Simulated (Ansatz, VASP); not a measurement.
**One calculation of W, two programs**

```
W
1.0
    -1.56822    1.56822    1.56822
     1.56822   -1.56822    1.56822
     1.56822    1.56822   -1.56822
W
1
Direct
  0.00000 0.00000 0.00000
```

Alike in both runs: task single point; functional r2SCAN; k mesh 18 × 18 × 18; occupations gaussian, width 0.1 eV; no spin polarisation.

|  | VASP | Ansatz |
| --- | --- | --- |
| version | VASP 6.6.1 | Ansatz 0.2.0 |
| potentials or method | VASP PAW PBE potentials, release 64 (W_sv), cutoff 520 eV | scalar-relativistic, plane waves, PAW |
| valence electrons in the cell | 14 | 14 |

```tsv
	VASP	Ansatz	Ansatz less VASP
gap on the k mesh at the Fermi level (eV)	none	none	-
pressure (GPa)	11.8	10.4	-1.40
```

VASP's potentials were made for PBE, not for r2SCAN. A gap of «none» marks a metal or a gap that the smearing closes.

Spin-orbit coupling is off throughout.
